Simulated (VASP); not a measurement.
Here is a VASP 6.6.1 calculation.

INCAR

```
SYSTEM = Ti
  PREC = Accurate
  ENCUT = 520
  EDIFF = 1E-6
  ISMEAR = -1
  SIGMA = 0.05
  LREAL = .FALSE.
  LASPH = .TRUE.
  NELM = 60
  ALGO = Normal
  ISIF = 2
  LWAVE = .FALSE.
  LCHARG = .FALSE.
  NBANDS = 19
```

Contents of KPOINTS:

```
Automatic mesh
0
G
  18 18 18
  0 0 0
```

File POSCAR:

```
Ti
1.0
   -2.1044675002      2.1044675002      1.2453751528
    2.1044675002     -2.1044675002      1.2453751528
    2.1044675002      2.1044675002     -1.2453751528
Ti
2
Direct
   -0.3750000000     -0.1250000000     -0.2500000000
    0.3750000000      0.1250000000      0.2500000000
```

Potentials or basis: VASP PAW LDA potentials, release 64 (Ti_sv).

The run is started by

```sh
$ cat potpaw_LDA.64/Ti_sv/POTCAR > POTCAR
$ mpirun -np 1 vasp_std > vasp.out
```

**Question.** What does it give for the band gap on the k mesh?

**Answer.** Zero (band 12 reaches 14.04 eV, above the bottom of band 13 at 12.27 eV).

**Question.** Estimate the pressure.

**Answer.** 76.4 GPa.

Stress tensor (GPa, compression positive):
```
77.15  0.00  0.00
 0.00 77.15  0.00
 0.00  0.00 74.87
```
